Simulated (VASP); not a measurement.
# MgO2 (R-3m) in VASP: relaxation of cell and atoms with PBEsol

Aim: the relaxation of cell and atoms of MgO2 with PBEsol.

All numbers are computed with VASP 6.6.1; they aren't measurements. Logs are shortened: lines on timing, memory, paths and dates and some standing lists are left out, and cuts for length are marked.

## 1. The cell of the first run

It takes space group R-3m (No. 166, trigonal). The conventional cell has a = 3.210 Å, b = 3.210 Å, c = 10.482 Å, α = 90.00°, β = 90.00°, γ = 120.00°. Mg (site symmetry -3m) has 6 O at 2.11 Å within 2.8 Å. O (site symmetry 3m) has 1 O at 1.49 Å within 2.0 Å.

## 2. Relaxation of cell and atoms, PBEsol

Input file INCAR:

```
SYSTEM = MgO2
ALGO = Normal
EDIFF = 1E-7
EDIFFG = -0.005
ENCUT = 600
GGA = PS
IBRION = 2
ISIF = 3
ISMEAR = 0
LASPH = .True.
LCHARG = .False.
LREAL = .False.
LWAVE = .False.
NELM = 100
NSW = 100
PREC = Accurate
SIGMA = 0.02
```

Input file KPOINTS:

```
k-points
0
Gamma
  12 12 12
  0 0 0
```

Input file POSCAR:

```
MgO2
1.0
    1.6047610160      0.9265092046      3.4939788749
   -1.6047610160      0.9265092046      3.4939788749
    0.0000000000     -1.8530184092      3.4939788749
Mg O
1 2
Direct
    0.0000000000      0.0000000000      0.0000000000
    0.4287860000      0.4287860000      0.4287860000
    0.5712140000      0.5712140000      0.5712140000
```

Potentials or basis: VASP PAW PBE potentials, release 64 (Mg, O).

Run with:

```
$ cat potpaw_PBE.64/Mg/POTCAR potpaw_PBE.64/O/POTCAR > POTCAR
$ mpirun -np 1 vasp_std > vasp.out
```

OUTCAR:

```text
SYSTEM = MgO2
   EDIFF = 1E-7
   EDIFFG = -0.005
   ENCUT = 600
   GGA = PS
   IBRION = 2
   ISIF = 3
   ISMEAR = 0
   LASPH = .True.
   LREAL = .False.
   NELM = 100
   NSW = 100
   PREC = Accurate

 ion  position               nearest neighbor table
   1  0.000  0.000  0.000-   3 2.11   3 2.11   2 2.11   2 2.11   3 2.11   2 2.11
   2  0.429  0.429  0.429-   3 1.49   1 2.11   1 2.11   1 2.11
   3  0.571  0.571  0.571-   2 1.49   1 2.11   1 2.11   1 2.11

  LATTYP: Found a trigonal (rhomboedric) cell.
 ALAT       =     3.9549419216
 COS(alpha) =     0.6707160928

  Lattice vectors:

 A1 = (   1.6047610160,   0.9265092046,   3.4939788749)
 A2 = (  -1.6047610160,   0.9265092046,   3.4939788749)
 A3 = (   0.0000000000,  -1.8530184092,   3.4939788749)

Analysis of symmetry for initial positions (statically):
=====================================================================
 Subroutine PRICEL returns:
 Original cell was already a primitive cell.

 Routine SETGRP: Setting up the symmetry group for a
 trigonal (rhombohedral) supercell.

 Subroutine GETGRP returns: Found 12 space group operations
 (whereof 12 operations were pure point group operations)
 out of a pool of 12 trial point group operations.

The static configuration has the point symmetry D_3d.

Analysis of symmetry for dynamics (positions and initial velocities):
=====================================================================
 Subroutine PRICEL returns:
 Original cell was already a primitive cell.

 Routine SETGRP: Setting up the symmetry group for a
 trigonal (rhombohedral) supercell.

 Subroutine GETGRP returns: Found 12 space group operations
 (whereof 12 operations were pure point group operations)
 out of a pool of 12 trial point group operations.

The dynamic configuration has the point symmetry D_3d.

 Subroutine INISYM returns: Found 12 space group operations
 (whereof 12 operations are pure point group operations),
 and found     1 'primitive' translations

----------------------------------------------------------------------------------------

                                     Primitive cell

  volume of cell :      31.1696

  direct lattice vectors                    reciprocal lattice vectors
     1.604761016  0.926509205  3.493978875     0.311572873  0.179886682  0.095402218
    -1.604761016  0.926509205  3.493978875    -0.311572873  0.179886682  0.095402218
     0.000000000 -1.853018409  3.493978875     0.000000000 -0.359773364  0.095402218

  length of vectors
     3.954941922  3.954941922  3.954941922     0.372207545  0.372207545  0.372207545

  position of ions in fractional coordinates (direct lattice)
     0.000000000  0.000000000  0.000000000
     0.428786000  0.428786000  0.428786000
     0.571214000  0.571214000  0.571214000

  ion indices of the primitive-cell ions
   primitive index   ion index
                 1           1
                 2           2
                 3           3

----------------------------------------------------------------------------------------

 KPOINTS: k-points

Automatic generation of k-mesh.
 Grid dimensions read from file:
 generate k-points for:   12   12   12

 Generating k-lattice:

  Cartesian coordinates                     Fractional coordinates (reciprocal lattice)
     0.025964406  0.014990557  0.007950185     0.083333333 -0.000000000  0.000000000
    -0.025964406  0.014990557  0.007950185    -0.000000000  0.083333333  0.000000000
     0.000000000 -0.029981114  0.007950185     0.000000000  0.000000000  0.083333333

  Length of vectors
     0.031017295  0.031017295  0.031017295

  Shift w.r.t. Gamma in fractional coordinates (k-lattice)
     0.000000000  0.000000000  0.000000000

 Subroutine IBZKPT returns following result:
 ===========================================

 Found    189 irreducible k-points:

 Following reciprocal coordinates:
            Coordinates               Weight
  0.000000  0.000000  0.000000      1.000000
  0.083333 -0.000000 -0.000000      6.000000
  0.166667 -0.000000  0.000000      6.000000
  0.250000 -0.000000  0.000000      6.000000
  0.333333 -0.000000  0.000000      6.000000
  0.416667 -0.000000  0.000000      6.000000
[... 16 lines left out ...]
  0.500000  0.166667  0.000000     12.000000
 -0.416667  0.166667  0.000000     12.000000
 [... further k-points ...]
   k-points           NKPTS =    189   k-points in BZ     NKDIM =    189   number of bands    NBANDS=     11
   number of dos      NEDOS =    301   number of ions     NIONS =      3
   total plane-waves  NPLWV =  32768
   dimension x,y,z NGX =    32 NGY =   32 NGZ =   32
   dimension x,y,z NGXF=    64 NGYF=   64 NGZF=   64
   ions per type =               1   2
   NGX,Y,Z   is equivalent  to a cutoff of  13.45, 13.45, 13.45 a.u.
   NGXF,Y,Z  is equivalent  to a cutoff of  26.90, 26.90, 26.90 a.u.
 SYSTEM =  MgO2
   PREC   = accura    normal or accurate (medium, high low for compatibility)
   ISTART =      0    job   : 0-new  1-cont  2-samecut
   ICHARG =      2    charge: 1-file 2-atom 10-const
   ISPIN  =      1    spin polarized calculation?
   LNONCOLLINEAR =      F non collinear calculations
   LSORBIT =      F    spin-orbit coupling
   LASPH  =      T    aspherical Exc in radial PAW
   ENCUT  =  600.0 eV  44.10 Ry    6.64 a.u.   7.90  7.90  7.90*2*pi/ulx,y,z
   NELM   =    100;   NELMIN=  2; NELMDL= -5     # of ELM steps
   EDIFF  = 0.1E-06   stopping-criterion for ELM
   LREAL  =      F    real-space projection
   EDIFFG = -.5E-02   stopping-criterion for IOM
   NSW    =    100    number of steps for IOM
   IBRION =      2    ionic relax: 0-MD 1-quasi-New 2-CG
   NFREE  =      1    steps in history (QN), initial steepest desc. (CG)
   ISIF   =      3    stress and relaxation
   ISYM   =      2    0-nonsym 1-usesym 2-fastsym
   POTIM  = 0.5000    time-step for ionic-motion
   TEBEG  =    0.0;   TEEND  =   0.0 temperature during run
   PSTRESS=    0.0 pullay stress
   NELECT =      14.0000    total number of electrons
   NUPDOWN=      -1.0000    fix difference up-down
   EMIN   =  10.00;   EMAX   =-10.00  energy-range for DOS
   EFERMI =   0.00;   METHOD = LEGACY
   ISMEAR =     0;   SIGMA  =   0.02  broadening in eV -4-tet -1-fermi 0-gaus
   EFERMI_NEDOS =   21; number of points for ismear=-14 and -15
   IALGO  =     38    algorithm
   IMIX   =      4    mixing-type and parameters
     AMIX     =   0.40;   BMIX     =  1.00
     AMIX_MAG =   1.60;   BMIX_MAG =  1.00
  volume/ion in A,a.u.               =      10.39        70.11
  Fermi-wavevector in a.u.,A,eV,Ry     =   1.253739  2.369222 21.386457  1.571860
  Thomas-Fermi vector in A             =   2.387577
   LORBIT       =      0    0 simple, 1 ext, 2 COOP (PROOUT), +10 PAW based schemes
   GGA     = PS    functional components
   LHFCALC =     F    Hartree Fock is set to
   AEXX    =    0.0000 exact exchange contribution
   IVDW    =     0    specifies the selected vdW correction
   LEPSILON=     F    determine dielectric tensor
   LRPA    =     F    only Hartree local field effects (RPA)
 conjugate gradient relaxation of ions
 non-spin polarized calculation
 Gauss-broadening in eV      SIGMA  =   0.02
  energy-cutoff  :      600.00
  volume of cell :       31.17
 maximum number of plane-waves:      1064
   NGX = 15   NGY = 15   NGZ = 15

--------------------------------------- Ionic step        1  -------------------------------------------

 number of electron      13.9999996 magnetization

 Free energy of the ion-electron system (eV)
  ---------------------------------------------------
  ext. energy  EPLUGINS =         0.00000000
  ---------------------------------------------------
  free energy    TOTEN  =       -17.21106878 eV

  energy without entropy =      -17.21106878  energy(sigma->0) =      -17.21106878

------------------------ aborting loop because EDIFF is reached ----------------------------------------

  FORCE on cell =-STRESS in cart. coord.  units (eV):
  Direction    XX          YY          ZZ          XY          YZ          ZX
  --------------------------------------------------------------------------------------
  -------------------------------------------------------------------------------------
  Total       -0.8918830     -0.8918830     -1.2429462      0.0000000     -0.0000000      0.0000000
  in kB      -45.8444572    -45.8444572    -63.8897620      0.0000000     -0.0000000      0.0000000
  external PRESSURE =     -51.8595588 kB  Pullay stress =       0.0000000 kB
[... 207 lines left out ...]
  energy  without entropy=      -17.2317476881  energy(sigma->0) =      -17.23174769

--------------------------------------- Ionic step        7  -------------------------------------------

 number of electron      14.0000000 magnetization

 Free energy of the ion-electron system (eV)
  ---------------------------------------------------
  ext. energy  EPLUGINS =         0.00000000
  ---------------------------------------------------
  free energy    TOTEN  =       -17.23181797 eV

  energy without entropy =      -17.23181797  energy(sigma->0) =      -17.23181797

 E-fermi :   3.0240     XC(G=0): -10.6442

 val. band max:        2.9440497377   @ k =   0.5000   0.5000   0.5000
 cond. band min:       5.3438956163   @ k =   0.5000   0.5000   0.5000
 fundamental gap:      2.3998458785
 Fermi energy:         3.0239769181

 k-point     1 :       0.0000    0.0000    0.0000
  band No.  band energies     occupation
      1     -18.6623      2.00000
      2     -11.5582      2.00000
      3      -5.0491      2.00000
      4      -0.5156      2.00000
      5      -0.5156      2.00000
      6       2.0801      2.00000
      7       2.0801      2.00000
      8       7.6097      0.00000
      9       7.9004      0.00000
     10      15.2383      0.00000
     11      17.0335      0.00000
[... 309 lines left out ...]
 k-point    24 :      -0.4167    0.1667    0.0000
  band No.  band energies     occupation
      1     -18.0722      2.00000
      2     -11.9430      2.00000
      3      -3.9889      2.00000
      4      -3.0081      2.00000
      5      -1.3176      2.00000
      6       1.4071      2.00000
      7       1.7014      2.00000
      8       7.2018      0.00000
      9      12.3330      0.00000
     10      13.4211      0.00000
     11      15.7458      0.00000

 [... further k-points ...]

------------------------ aborting loop because EDIFF is reached ----------------------------------------

  FORCE on cell =-STRESS in cart. coord.  units (eV):
  Direction    XX          YY          ZZ          XY          YZ          ZX
  --------------------------------------------------------------------------------------
  -------------------------------------------------------------------------------------
  Total        0.0024655      0.0024655      0.0013561      0.0000000      0.0000000      0.0000000
  in kB        0.1320996      0.1320996      0.0726556      0.0000000      0.0000000      0.0000000
  external PRESSURE =       0.1122849 kB  Pullay stress =       0.0000000 kB
[... 18 lines left out ...]
  FREE ENERGIE OF THE ION-ELECTRON SYSTEM (eV)
  ---------------------------------------------------
  free  energy   TOTEN  =       -17.2318179677 eV

  energy  without entropy=      -17.2318179677  energy(sigma->0) =      -17.23181797

 reached required accuracy - stopping structural energy minimisation
```

It took 11 min on 1 thread of AMD EPYC 7R43 (Zen 3), shared host; peak memory 0.21 GiB.

What came out:

```yaml
Free_energy: -17.2318 eV
Relaxed_volume: 9.97 Å³/atom
Relaxed_cell: a = 3.909 Å, b = 3.909 Å, c = 3.909 Å, α = 47.69°, β = 47.69°, γ = 47.69°
Space_group_after_relaxing_to_0.1_Å: R-3m (No. 166)
Energy_gained_by_relaxing: 6.9 meV/atom
Ionic_steps: 7
Pressure_after_relaxing: 0.0 GPa
Band_gap_on_the_k_mesh: 2.40 eV
```

Step by step:
```
step  energy change (eV)  largest force (eV/Å)  pressure (GPa)  volume (Å³)
   1              0.0000                0.1345           -5.19        31.17
   2             -0.0107                0.6444            2.15        29.68
   3             -0.0169                0.3284           -0.77        30.22
   4             -0.0151                0.4634            1.08        29.58
   5             -0.0205                0.0360           -0.01        29.93
   6             -0.0207                0.0187            0.00        29.92
   7             -0.0207                0.0007            0.01        29.90
```

Final structure:
```
CELL_PARAMETERS angstrom
1.58026 0.91236 3.45680
-1.58026 0.91236 3.45680
0.00000 -1.82473 3.45680
ATOMIC_POSITIONS crystal
Mg 0.00000 0.00000 0.00000
O 0.42885 0.42885 0.42885
O 0.57115 0.57115 0.57115
```

Levels at points of the mesh, in eV from the valence-band top:
```tsv
k point	band 3	band 4	band 5	band 6	band 7	band 8	band 9	band 10	band 11
(0.00, 0.00, 0.00)	-7.99	-3.46	-3.46	-0.86	-0.86	4.67	4.96	12.29	14.09
(0.50, 0.00, 0.00)	-6.92	-6.33	-3.83	-1.33	-1.20	4.27	8.67	10.52	12.70
(0.50, 0.50, 0.00)	-6.24	-5.65	-4.52	-2.26	-0.16	3.62	7.79	11.20	12.66
(0.50, 0.50, 0.50)	-5.07	-4.01	-4.01	0.00	0.00	2.40	4.92	9.69	14.38
```

Caveat: the PAW data sets were made with another functional, which shifts forces and pressure a little. A k mesh can miss the band edges.
